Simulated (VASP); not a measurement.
Set up this calculation in VASP 6.6.1, as the native input.

* Task: relaxation of cell and atoms
* Functional: PBE
* Potentials or basis: VASP PAW PBE potentials, release 64 (Ag)
* Cutoff: 600 eV
* k mesh: 18 × 18 × 18
* Occupations: gaussian, width 0.1 eV
* Spin: no spin polarisation
* Dipole correction: no
* Further INCAR settings: ALGO = Fast; EDIFF = 1e-06; IBRION = 2; EDIFFG = -0.01; NSW = 80; ISIF = 3

The structure of Ag lies in POSCAR:

```
Ag
1.0
    0.0000000000      2.0781799412      2.0781799412
    2.0781799412      0.0000000000      2.0781799412
    2.0781799412      2.0781799412      0.0000000000
Ag
1
Direct
    0.0000000000      0.0000000000      0.0000000000
```

These files were run (other wordings do the same):

INCAR

```
SYSTEM = Ag
ALGO = Fast
EDIFF = 1E-6
EDIFFG = -0.01
ENCUT = 600
GGA = PE
IBRION = 2
ISIF = 3
ISMEAR = 0
LASPH = .TRUE.
LCHARG = .FALSE.
LREAL = .FALSE.
LWAVE = .FALSE.
NELM = 60
NSW = 80
PREC = Accurate
SIGMA = 0.1
```

KPOINTS

```
k-points
0
G
  18 18 18
  0 0 0
```

Potentials or basis: VASP PAW PBE potentials, release 64 (Ag).

Launch:

```sh
$ cat potpaw_PBE.64/Ag/POTCAR > POTCAR
$ mpirun -np 1 vasp_std > vasp.out
```

It gave:

```
Relaxed volume                         : 17.80 Å³/atom
Relaxed cell                           : a = 2.931 Å, b = 2.931 Å, c = 2.931 Å, α = 60.00°, β = 60.00°, γ = 60.00°
Space group after relaxing (to 0.05 Å) : Fm-3m (No. 225)
Energy gained by relaxing              : 0.3 meV/atom
Ionic steps                            : 3
Pressure after relaxing                : 0.0 GPa
```

Wall time 63 s on 1 thread of Intel(R) Xeon(R) Platinum 8259CL CPU @ 2.50GHz (Skylake/Cascade Lake), on a shared host, peak memory 0.17 GiB.
